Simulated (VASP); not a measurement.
# Cu in VASP: a series of runs

The runs below take Cu through single point, with LDA.

Program: VASP 6.6.1. These are calculated values, not measurements. Logs are shortened: lines on timing, memory, paths and dates and some standing lists are left out, and cuts for length are marked.

### Step 1. The cell of the first run

The cell holds a slab with vacuum, 4 atoms: a = 2.487 Å, b = 2.487 Å, c = 27.194 Å, α = 90.00°, β = 90.00°, γ = 90.00°.

### Step 2. Single point, LDA

INCAR reads:

```
SYSTEM = Cu
PREC = Accurate
ENCUT = 520
EDIFF = 1E-6
ISMEAR = -1
SIGMA = 0.08
LREAL = .False.
LASPH = .True.
NELM = 80
ALGO = Normal
ISIF = 2
LWAVE = .False.
LCHARG = .False.
LDIPOL = .True.
IDIPOL = 3
DIPOL = 0.5 0.5 0.500
NBANDS = 30
```

KPOINTS reads:

```
regular mesh
0
Gamma
  15 15 1
  0 0 0
```

POSCAR reads:

```
Cu
1.0
    2.4874897871      0.0000000000      0.0000000000
    0.0000000000      2.4874897871      0.0000000000
    0.0000000000      0.0000000000     27.1937000000
Cu
4
Direct
    0.2500000000      0.2500000000      0.4045053470
    0.7500000000      0.7500000000      0.4673715978
    0.2500000000      0.2500000000      0.5326283879
    0.7500000000      0.7500000000      0.5954946530
```

Potentials or basis: VASP PAW LDA potentials, release 64 (Cu).

The run is started by

```bash
$ cat potpaw_LDA.64/Cu/POTCAR > POTCAR
$ mpirun -np 1 vasp_std > vasp.out
```

OUTCAR:

```text
SYSTEM = Cu
   PREC = Accurate
   ENCUT = 520
   EDIFF = 1E-6
   ISMEAR = -1
   LREAL = .False.
   LASPH = .True.
   NELM = 80
   ISIF = 2

 ion  position               nearest neighbor table
   1  0.250  0.250  0.405-   2 2.45   2 2.45   2 2.45   2 2.45
   2  0.750  0.750  0.467-   1 2.45   1 2.45   1 2.45   1 2.45   3 2.50   3 2.50   3 2.50   3 2.50

   3  0.250  0.250  0.533-   4 2.45   4 2.45   4 2.45   4 2.45   2 2.50   2 2.50   2 2.50   2 2.50

   4  0.750  0.750  0.595-   3 2.45   3 2.45   3 2.45   3 2.45

  LATTYP: Found a simple tetragonal cell.
 ALAT       =     2.4874897871
 C/A-ratio  =    10.9321855877

  Lattice vectors:

 A1 = (   2.4874897871,   0.0000000000,   0.0000000000)
 A2 = (   0.0000000000,   2.4874897871,   0.0000000000)
 A3 = (   0.0000000000,   0.0000000000,  27.1937000000)

Analysis of symmetry for initial positions (statically):
=====================================================================
 Subroutine PRICEL returns:
 Original cell was already a primitive cell.

 Routine SETGRP: Setting up the symmetry group for a
 simple tetragonal supercell.

 Subroutine GETGRP returns: Found 16 space group operations
 (whereof  4 operations were pure point group operations)
 out of a pool of 16 trial point group operations.

The static configuration has the point symmetry C_2h.
 The point group associated with its full space group is D_4h.

Analysis of symmetry for dynamics (positions and initial velocities):
=====================================================================
 Subroutine PRICEL returns:
 Original cell was already a primitive cell.

 Routine SETGRP: Setting up the symmetry group for a
 simple tetragonal supercell.

 Subroutine GETGRP returns: Found 16 space group operations
 (whereof  4 operations were pure point group operations)
 out of a pool of 16 trial point group operations.

The dynamic configuration has the point symmetry C_2h.
 The point group associated with its full space group is D_4h.

 Subroutine INISYM returns: Found 16 space group operations
 (whereof  4 operations are pure point group operations),
 and found     1 'primitive' translations

----------------------------------------------------------------------------------------

                                     Primitive cell

  volume of cell :     168.2639

  direct lattice vectors                    reciprocal lattice vectors
     2.487489787  0.000000000  0.000000000     0.402011701  0.000000000  0.000000000
     0.000000000  2.487489787  0.000000000     0.000000000  0.402011701  0.000000000
     0.000000000  0.000000000 27.193700000     0.000000000  0.000000000  0.036773223

  length of vectors
     2.487489787  2.487489787 27.193700000     0.402011701  0.402011701  0.036773223

  position of ions in fractional coordinates (direct lattice)
     0.250000000  0.250000000  0.404505347
     0.750000000  0.750000000  0.467371598
     0.250000000  0.250000000  0.532628388
     0.750000000  0.750000000  0.595494653

  ion indices of the primitive-cell ions
   primitive index   ion index
                 1           1
                 2           2
                 3           3
                 4           4

----------------------------------------------------------------------------------------

 KPOINTS: regular mesh

Automatic generation of k-mesh.
 Grid dimensions read from file:
 generate k-points for:   15   15    1

 Generating k-lattice:

  Cartesian coordinates                     Fractional coordinates (reciprocal lattice)
     0.026800780  0.000000000  0.000000000     0.066666667  0.000000000  0.000000000
     0.000000000  0.026800780  0.000000000     0.000000000  0.066666667  0.000000000
     0.000000000  0.000000000  0.036773223     0.000000000  0.000000000  1.000000000

  Length of vectors
     0.026800780  0.026800780  0.036773223

  Shift w.r.t. Gamma in fractional coordinates (k-lattice)
     0.000000000  0.000000000  0.000000000

 Subroutine IBZKPT returns following result:
 ===========================================

 Found     36 irreducible k-points:

 Following reciprocal coordinates:
            Coordinates               Weight
  0.000000  0.000000  0.000000      1.000000
  0.066667  0.000000  0.000000      4.000000
  0.133333  0.000000  0.000000      4.000000
  0.200000  0.000000  0.000000      4.000000
  0.266667  0.000000  0.000000      4.000000
  0.333333  0.000000  0.000000      4.000000
[... 16 lines left out ...]
  0.266667  0.200000  0.000000      8.000000
  0.333333  0.200000  0.000000      8.000000
 [... further k-points ...]
   k-points           NKPTS =     36   k-points in BZ     NKDIM =     36   number of bands    NBANDS=     30
   number of dos      NEDOS =    301   number of ions     NIONS =      4
   total plane-waves  NPLWV =  84000
   dimension x,y,z NGX =    20 NGY =   20 NGZ =  210
   dimension x,y,z NGXF=    40 NGYF=   40 NGZF=  420
   ions per type =               4
   NGX,Y,Z   is equivalent  to a cutoff of  13.37, 13.37, 12.84 a.u.
   NGXF,Y,Z  is equivalent  to a cutoff of  26.73, 26.73, 25.68 a.u.
 SYSTEM =  Cu
   PREC   = accura    normal or accurate (medium, high low for compatibility)
   ISTART =      0    job   : 0-new  1-cont  2-samecut
   ICHARG =      2    charge: 1-file 2-atom 10-const
   ISPIN  =      1    spin polarized calculation?
   LNONCOLLINEAR =      F non collinear calculations
   LSORBIT =      F    spin-orbit coupling
   LASPH  =      T    aspherical Exc in radial PAW
   ENCUT  =  520.0 eV  38.22 Ry    6.18 a.u.   4.63  4.63 50.56*2*pi/ulx,y,z
   NELM   =     80;   NELMIN=  2; NELMDL= -5     # of ELM steps
   EDIFF  = 0.1E-05   stopping-criterion for ELM
   LREAL  =      F    real-space projection
   EDIFFG = 0.1E-04   stopping-criterion for IOM
   NSW    =      0    number of steps for IOM
   IBRION =     -1    ionic relax: 0-MD 1-quasi-New 2-CG
   NFREE  =      0    steps in history (QN), initial steepest desc. (CG)
   ISIF   =      2    stress and relaxation
   ISYM   =      2    0-nonsym 1-usesym 2-fastsym
   POTIM  = 0.5000    time-step for ionic-motion
   TEBEG  =    0.0;   TEEND  =   0.0 temperature during run
   PSTRESS=    0.0 pullay stress
   NELECT =      44.0000    total number of electrons
   NUPDOWN=      -1.0000    fix difference up-down
   EMIN   =  10.00;   EMAX   =-10.00  energy-range for DOS
   EFERMI =   0.00;   METHOD = LEGACY
   ISMEAR =    -1;   SIGMA  =   0.08  broadening in eV -4-tet -1-fermi 0-gaus
   EFERMI_NEDOS =   21; number of points for ismear=-14 and -15
   IALGO  =     38    algorithm
   IMIX   =      4    mixing-type and parameters
     AMIX     =   0.40;   BMIX     =  1.00
     AMIX_MAG =   1.60;   BMIX_MAG =  1.00
  volume/ion in A,a.u.               =      42.07       283.88
  Fermi-wavevector in a.u.,A,eV,Ry     =   1.046876  1.978310 14.911308  1.095950
  Thomas-Fermi vector in A             =   2.181733
   LORBIT       =      0    0 simple, 1 ext, 2 COOP (PROOUT), +10 PAW based schemes
   GGA     = CA    functional components
   LHFCALC =     F    Hartree Fock is set to
   AEXX    =    0.0000 exact exchange contribution
   IVDW    =     0    specifies the selected vdW correction
   LEPSILON=     F    determine dielectric tensor
   LRPA    =     F    only Hartree local field effects (RPA)
 non-spin polarized calculation
  energy-cutoff  :      520.00
  volume of cell :      168.26
 maximum number of plane-waves:      4621
 NGX is ok and might be reduce to    20
   NGX =  9   NGY =  9   NGZ =101

 number of electron      44.0000048 magnetization

 dipolmoment           0.000000      0.000000      0.000002 electrons x Angstroem

 Free energy of the ion-electron system (eV)
  ---------------------------------------------------
  ext. energy  EPLUGINS =         0.00000000
  ---------------------------------------------------
  free energy    TOTEN  =       -17.31824577 eV

  energy without entropy =      -17.29413254  energy(sigma->0) =      -17.30618916

 E-fermi :  -1.3958     XC(G=0):  -4.2799

 val. band max:       -1.5545455943   @ k =   0.0667   0.0667   0.0000
 cond. band min:      -1.3505158355   @ k =   0.4000   0.0000   0.0000
 fundamental gap:      0.2040297588
 Fermi energy:        -1.3957658986

 k-point     1 :       0.0000    0.0000    0.0000
  band No.  band energies     occupation
      1     -10.8408      2.00000
      2      -9.0747      2.00000
      3      -7.0071      2.00000
      4      -6.7008      2.00000
      5      -6.2036      2.00000
      6      -5.6681      2.00000
[... 22 lines left out ...]
     29       4.2829      0.00000
     30       5.3111      0.00000

 k-point     2 :       0.0667    0.0000    0.0000
  band No.  band energies     occupation
      1     -10.7287      2.00000
      2      -8.9718      2.00000
      3      -6.9231      2.00000
      4      -6.6386      2.00000
      5      -6.1724      2.00000
      6      -5.6466      2.00000
[... 22 lines left out ...]
     29       4.3874      0.00000
     30       5.4220      0.00000

 k-point     3 :       0.1333    0.0000    0.0000
  band No.  band energies     occupation
      1     -10.3973      2.00000
      2      -8.6735      2.00000
      3      -6.6975      2.00000
      4      -6.4670      2.00000
      5      -6.0802      2.00000
      6      -5.5742      2.00000
[... 22 lines left out ...]
     29       4.7001      0.00000
     30       5.7545      0.00000

 k-point     4 :       0.2000    0.0000    0.0000
  band No.  band energies     occupation
      1      -9.8626      2.00000
      2      -8.2166      2.00000
      3      -6.4291      2.00000
      4      -6.2333      2.00000
      5      -5.9293      2.00000
      6      -5.4096      2.00000
[... 616 lines left out ...]
     29       6.1588      0.00000
     30       7.3009      0.00000

 k-point    23 :       0.2667    0.2000    0.0000
  band No.  band energies     occupation
      1      -8.3014      2.00000
      2      -6.9425      2.00000
      3      -5.7882      2.00000
      4      -5.7640      2.00000
      5      -5.4610      2.00000
      6      -5.3967      2.00000
[... 22 lines left out ...]
     29       6.6483      0.00000
     30       6.8971      0.00000

 k-point    24 :       0.3333    0.2000    0.0000
  band No.  band energies     occupation
      1      -7.6007      2.00000
      2      -6.5665      2.00000
      3      -5.8908      2.00000
      4      -5.7246      2.00000
      5      -5.4782      2.00000
      6      -5.2653      2.00000
[... 22 lines left out ...]
     29       7.0727      0.00000
     30       7.5985      0.00000

 [... further k-points ...]

------------------------ aborting loop because EDIFF is reached ----------------------------------------

 vacuum level on the upper side and lower side of the slab       (xc-potential included)        -0.009        -0.009

  FORCE on cell =-STRESS in cart. coord.  units (eV):
  Direction    XX          YY          ZZ          XY          YZ          ZX
  --------------------------------------------------------------------------------------
  -------------------------------------------------------------------------------------
  Total       -1.4016567     -1.4016567      0.1721165      0.0000000      0.0000000     -0.0000000
  in kB      -13.3463134    -13.3463134      1.6388610      0.0000000      0.0000000     -0.0000000
  external PRESSURE =      -8.3512553 kB  Pullay stress =       0.0000000 kB

 VOLUME and BASIS-vectors are now :
 -----------------------------------------------------------------------------
  energy-cutoff  :      520.00
  volume of cell :      168.26
      direct lattice vectors                 reciprocal lattice vectors
     2.487489787  0.000000000  0.000000000     0.402011701  0.000000000  0.000000000
     0.000000000  2.487489787  0.000000000     0.000000000  0.402011701  0.000000000
     0.000000000  0.000000000 27.193700000     0.000000000  0.000000000  0.036773223

 POSITION                                       TOTAL-FORCE (eV/Angst)
 -----------------------------------------------------------------------------------
      0.62187      0.62187     11.00000         0.000000      0.000000     -0.040723
      1.86562      1.86562     12.70956        -0.000000     -0.000000      0.005160
      0.62187      0.62187     14.48414        -0.000000     -0.000000     -0.005160
      1.86562      1.86562     16.19370        -0.000000     -0.000000      0.040723
 -----------------------------------------------------------------------------------
    total drift:                               -0.000000      0.000000      0.000328

  FREE ENERGIE OF THE ION-ELECTRON SYSTEM (eV)
  ---------------------------------------------------
  free  energy   TOTEN  =       -17.3182457678 eV

  energy  without entropy=      -17.2941325434  energy(sigma->0) =      -17.30618916

 vacuum level on the upper side and lower side of the slab         3.484         3.484
```

Wall time 2.7 min (1 thread of Oxide Virtual Turin-like, shared host); peak memory 0.27 GiB.

Results:

* Free energy: -17.3182 eV
* Largest force: 0.041 eV/Å
* Band gap on the k mesh: zero (band 22 reaches 1.16 eV, above the bottom of band 23 at -3.01 eV)

Forces on the atoms (eV/Å):
```
Cu   0.000  0.000 -0.041
Cu   0.000  0.000  0.005
Cu   0.000  0.000 -0.005
Cu   0.000  0.000  0.041
```

### Step 3. Single point, LDA

INCAR reads:

```
SYSTEM = Cu
PREC = Accurate ; ENCUT = 520
EDIFF = 1E-7 ; ISMEAR = -1
SIGMA = 0.08 ; LREAL = .FALSE.
LASPH = .TRUE. ; NELM = 100
ALGO = Normal ; ISIF = 2
LWAVE = .FALSE. ; LCHARG = .FALSE.
LDIPOL = .TRUE. ; IDIPOL = 3
DIPOL = 0.5 0.5 0.500 ; GGA = CA
NBANDS = 30
```

KPOINTS reads:

```
Automatic mesh
0
G
  15 15 1
  0 0 0
```

POSCAR is that of step 2.

Potentials or basis: VASP PAW LDA potentials, release 64 (Cu).

The run is started by

```bash
$ cat potpaw_LDA.64/Cu/POTCAR > POTCAR
$ mpirun -np 1 vasp_std > vasp.out
```

It took 2.6 min on 1 thread of Oxide Virtual Turin-like, shared host; peak memory 0.26 GiB.

The run converged. Its results:

* Free energy: -17.3182 eV
* Largest force: 0.041 eV/Å
* Band gap on the k mesh: zero (band 22 reaches 1.16 eV, above the bottom of band 23 at -3.01 eV)

Forces on the atoms (eV/Å):
```
Cu   0.000  0.000 -0.041
Cu   0.000  0.000  0.005
Cu   0.000  0.000 -0.005
Cu   0.000  0.000  0.041
```

Levels at points of the mesh, in eV from the Fermi level:
```
           k point  band 18  band 19  band 20  band 21  band 22  band 23  band 24  band 25  band 26  band 27
(0.00, 0.00, 0.00)    -1.90    -1.90    -1.64    -1.61    -1.61    -1.61    -0.55     1.11     4.65     4.75
```
